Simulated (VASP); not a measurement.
# YBe2Al2Au (P4/mmm) in VASP: notebook, part 2 of 2

VASP 6.6.1. The steps go on from the part before.

### Step 3. Relaxation of cell and atoms, PBE

This run uses another cell than the first one, of 18.14 Å³/atom, 0.996 times its volume.

Contents of INCAR:

```
SYSTEM = YBe2Al2Au
PREC = Accurate ; ENCUT = 600
EDIFF = 1E-6 ; ISMEAR = 0
SIGMA = 0.1 ; LREAL = .False.
LASPH = .True. ; NELM = 100
ALGO = Normal ; ISIF = 3
LWAVE = .False. ; LCHARG = .False.
GGA = PE ; IBRION = 2
NSW = 100 ; EDIFFG = -0.01
```

Contents of KPOINTS:

```
Automatic mesh
0
Gamma
  8 8 8
  0 0 0
```

Contents of POSCAR:

```
YBe2Al2Au
1.0
    4.3732560868      0.0000000000      0.0000000000
    0.0000000000      4.3732560868      0.0000000000
    0.0000000000      0.0000000000      5.6915866712
Y Be Al Au
1 2 2 1
Direct
    0.0000000000      0.0000000000      0.5000000000
    0.0000000000      0.5000000000      0.0000000000
    0.5000000000      0.0000000000      0.0000000000
    0.5000000000      0.5000000000      0.2652861849
    0.5000000000      0.5000000000      0.7347138151
    0.0000000000      0.0000000000      0.0000000000
```

Potentials or basis: VASP PAW PBE potentials, release 64 (Y_sv, Be, Al, Au).

Run with:

```sh
$ cat potpaw_PBE.64/Y_sv/POTCAR potpaw_PBE.64/Be/POTCAR potpaw_PBE.64/Al/POTCAR potpaw_PBE.64/Au/POTCAR > POTCAR
$ mpirun -np 1 vasp_std > vasp.out
```

Wall time 8.6 min (1 thread of Intel Xeon Platinum 8488C (Sapphire Rapids), shared host); peak memory 0.45 GiB.

Results (log left out):

```yaml
Free_energy: -24.5463 eV
Relaxed_volume: 18.20 Å³/atom
Relaxed_cell: a = 4.378 Å, b = 4.378 Å, c = 5.698 Å, α = 90.00°, β = 90.00°, γ = 90.00°
Space_group_after_relaxing_to_0.05_Å: P4/mmm (No. 123)
Energy_gained_by_relaxing: 0.3 meV/atom
Ionic_steps: 6
Pressure_after_relaxing: 0.0 GPa
Band_gap_on_the_k_mesh: zero (band 16 reaches 6.16 eV, above the bottom of band 17 at 5.17 eV)
```

The path:
| step | energy change (eV) | largest force (eV/Å) | pressure (GPa) | volume (Å³) |
| --- | --- | --- | --- | --- |
| 1 | 0.0000 | 0.0965 | 0.29 | 108.85 |
| 2 | -0.0011 | 0.0563 | -0.08 | 109.36 |
| 3 | -0.0011 | 0.0486 | -0.15 | 109.46 |
| 4 | -0.0014 | 0.0196 | -0.07 | 109.33 |
| 5 | -0.0015 | 0.0012 | 0.00 | 109.24 |
| 6 | -0.0016 | 0.0006 | 0.02 | 109.22 |

Final structure:
```cif
data_structure
_symmetry_space_group_name_H-M 'P 1'
_symmetry_Int_Tables_number 1
_cell_length_a 4.3783
_cell_length_b 4.3783
_cell_length_c 5.6975
_cell_angle_alpha 90.000
_cell_angle_beta 90.000
_cell_angle_gamma 90.000
_cell_volume 109.22
loop_
_atom_site_label
_atom_site_type_symbol
_atom_site_fract_x
_atom_site_fract_y
_atom_site_fract_z
_atom_site_occupancy
Y1 Y 0.00000 0.00000 0.50000 1
Be1 Be 0.00000 0.50000 0.00000 1
Be2 Be 0.50000 0.00000 0.00000 1
Al1 Al 0.50000 0.50000 0.26753 1
Al2 Al 0.50000 0.50000 0.73247 1
Au1 Au 0.00000 0.00000 0.00000 1
```

Levels at points of the mesh, in eV from the Fermi level:
```tsv
k point	band 13	band 14	band 15	band 16	band 17	band 18	band 19	band 20
(0.00, 0.00, 0.00)	-2.49	-2.49	-0.82	-0.32	1.68	1.68	1.92	2.11
(0.50, 0.00, 0.00)	-2.22	-1.84	-1.72	-0.74	-0.13	0.58	2.19	2.43
(0.50, 0.50, 0.00)	-4.66	-2.18	-1.57	-0.44	-0.44	1.13	1.13	2.06
(0.00, 0.00, 0.50)	-2.58	-1.46	-1.06	-0.66	1.22	1.22	2.06	2.23
(0.50, 0.00, 0.50)	-3.86	-0.73	-0.43	0.12	0.17	0.66	1.53	1.85
(0.50, 0.50, 0.50)	-4.64	-3.57	-1.39	-1.39	-0.68	2.26	2.26	2.66
```

Caveat: spin-orbit coupling is left out, which moves the levels of the heavy elements.

### Step 4. Single point, PBE

Contents of INCAR:

```
ALGO = Normal ; EDIFF = 1E-6
ENCUT = 520 ; GGA = PE
ISIF = 2 ; ISMEAR = 0
LASPH = T ; LCHARG = F
LREAL = F ; LWAVE = F
NBANDS = 25 ; NELM = 100
PREC = Accurate ; SIGMA = 0.1
```

Contents of KPOINTS:

```
k-points
0
Gamma
  8 8 8
```

Contents of POSCAR:

```
YBe2Al2Au
1.0
    4.3785589840      0.0000000000      0.0000000000
    0.0000000000      4.3785589840      0.0000000000
    0.0000000000      0.0000000000      5.7012708109
Y Be Al Au
1 2 2 1
Direct
    0.0000000000      0.0000000000      0.5000000000
    0.0000000000      0.5000000000      0.0000000000
    0.5000000000      0.0000000000      0.0000000000
    0.5000000000      0.5000000000      0.2677266987
    0.5000000000      0.5000000000      0.7322733013
    0.0000000000      0.0000000000      0.0000000000
```

Potentials or basis: VASP PAW PBE potentials, release 64 (Y_sv, Be, Al, Au).

Run with:

```sh
$ cat potpaw_PBE.64/Y_sv/POTCAR potpaw_PBE.64/Be/POTCAR potpaw_PBE.64/Al/POTCAR potpaw_PBE.64/Au/POTCAR > POTCAR
$ mpirun -np 1 vasp_std > vasp.out
```

OUTCAR:

```text
EDIFF = 1E-6
   ENCUT = 520
   GGA = PE
   ISIF = 2
   ISMEAR = 0
   LASPH = T
   LREAL = F
   NELM = 100
   PREC = Accurate

 ion  position               nearest neighbor table
   1  0.000  0.000  0.500-   6 2.85   6 2.85   4 3.37   5 3.37   4 3.37   5 3.37   4 3.37   5 3.37
                             4 3.37   5 3.37
   2  0.000  0.500  0.000-   6 2.19   6 2.19   4 2.67   5 2.67   4 2.67   5 2.67
   3  0.500  0.000  0.000-   6 2.19   6 2.19   4 2.67   4 2.67   5 2.67   5 2.67
   4  0.500  0.500  0.268-   5 2.65   3 2.67   2 2.67   3 2.67   2 2.67   5 3.05   1 3.37   1 3.37
                             1 3.37   1 3.37   6 3.45   6 3.45   6 3.45   6 3.45
   5  0.500  0.500  0.732-   4 2.65   3 2.67   2 2.67   3 2.67   2 2.67   4 3.05   1 3.37   1 3.37
                             1 3.37   1 3.37   6 3.45   6 3.45   6 3.45   6 3.45
   6  0.000  0.000  0.000-   2 2.19   3 2.19   2 2.19   3 2.19   1 2.85   1 2.85   5 3.45   4 3.45
                             5 3.45   4 3.45   4 3.45   5 3.45   4 3.45   5 3.45

  LATTYP: Found a simple tetragonal cell.
 ALAT       =     4.3785589840
 C/A-ratio  =     1.3020883884

  Lattice vectors:

 A1 = (   4.3785589840,   0.0000000000,   0.0000000000)
 A2 = (   0.0000000000,   4.3785589840,   0.0000000000)
 A3 = (   0.0000000000,   0.0000000000,   5.7012708109)

[... 184 lines left out ...]

 val. band max:        5.8318923970   @ k =   0.5000   0.3750   0.0000
 cond. band min:       5.8513682996   @ k =   0.5000   0.0000   0.3750
 fundamental gap:      0.0194759026
 Fermi energy:         5.8359218819

 k-point     1 :       0.0000    0.0000    0.0000
  band No.  band energies     occupation
      1     -37.3141      2.00000
      2     -17.3737      2.00000
      3     -17.2473      2.00000
      4     -17.2473      2.00000
      5      -3.6718      2.00000
      6      -1.0581      2.00000
[... 661 lines left out ...]
     24      10.2026      0.00000
     25      10.5993      0.00000

 [... further k-points ...]
[... 5 lines left out ...]
  --------------------------------------------------------------------------------------
  -------------------------------------------------------------------------------------
  Total       -0.0391502     -0.0391502     -0.0498446      0.0000000      0.0000000     -0.0000000
  in kB       -0.5738660     -0.5738660     -0.7306249      0.0000000      0.0000000     -0.0000000
  external PRESSURE =      -0.6261190 kB  Pullay stress =       0.0000000 kB

 VOLUME and BASIS-vectors are now :
 -----------------------------------------------------------------------------
  energy-cutoff  :      520.00
  volume of cell :      109.30
      direct lattice vectors                 reciprocal lattice vectors
     4.378558984  0.000000000  0.000000000     0.228385641  0.000000000  0.000000000
     0.000000000  4.378558984  0.000000000     0.000000000  0.228385641  0.000000000
     0.000000000  0.000000000  5.701270811     0.000000000  0.000000000  0.175399491

 POSITION                                       TOTAL-FORCE (eV/Angst)
 -----------------------------------------------------------------------------------
      0.00000      0.00000      2.85064         0.000000      0.000000      0.000000
      0.00000      2.18928      0.00000         0.000000      0.000000      0.000000
      2.18928      0.00000      0.00000         0.000000      0.000000      0.000000
      2.18928      2.18928      1.52638         0.000000      0.000000     -0.005239
      2.18928      2.18928      4.17489         0.000000     -0.000000      0.005239
      0.00000      0.00000      0.00000         0.000000      0.000000      0.000000
 -----------------------------------------------------------------------------------
    total drift:                                0.000000     -0.000000      0.000000

  FREE ENERGIE OF THE ION-ELECTRON SYSTEM (eV)
  ---------------------------------------------------
  free  energy   TOTEN  =       -24.5462323295 eV

  energy  without entropy=      -24.5315139045  energy(sigma->0) =      -24.53887312
```

Wall time 2.3 min (1 thread of Intel Xeon Platinum 8488C (Sapphire Rapids), shared host); peak memory 0.4 GiB.

Results:

```
Free energy            : -24.5462 eV
Pressure               : -0.1 GPa
Largest force          : 0.005 eV/Å
Band gap on the k mesh : zero (band 16 reaches 6.16 eV, above the bottom of band 17 at 5.16 eV)
```

Forces on the atoms (eV/Å):
```
Y    0.000  0.000  0.000
Be   0.000  0.000  0.000
Be   0.000  0.000  0.000
Al   0.000  0.000 -0.005
Al   0.000  0.000  0.005
Au   0.000  0.000  0.000
```

Caveat: spin-orbit coupling is left out, which moves the levels of the heavy elements.
